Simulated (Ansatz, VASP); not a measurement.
**Os in VASP and in Ansatz**

```
CELL_PARAMETERS angstrom
0.00000 1.94500 1.90610
1.94500 0.00000 1.90610
1.94500 1.94500 0.00000
ATOMIC_POSITIONS crystal
Os 0.00000 0.00000 0.00000
```

Change from the starting cell: zz strain of -2 %.

Alike in both runs: task single point; functional PBEsol; k mesh 14 × 14 × 14; occupations fermi-dirac, width 0.03 eV; no spin polarisation.

|  | VASP | Ansatz |
| --- | --- | --- |
| version | VASP 6.6.1 | Ansatz 0.2.0 |
| potentials or method | VASP PAW PBE potentials, release 64 (Os), cutoff 520 eV | all-electron LAPW, scalar-relativistic |

VASP gave:

| Property | Result |
| --- | --- |
| pressure (GPa) | -12.9 |
| traceless stress, the component that is largest in VASP (GPa) | 3.73 |

Q: Estimate Ansatz's values.

A: Pressure (GPa): -13.0; traceless stress, the component that is largest in VASP (GPa): 3.70.

VASP's potentials were made for PBE, not for PBEsol. Ansatz ran all-electron here, and VASP with PAW potentials.

Neither program's run includes spin-orbit coupling.
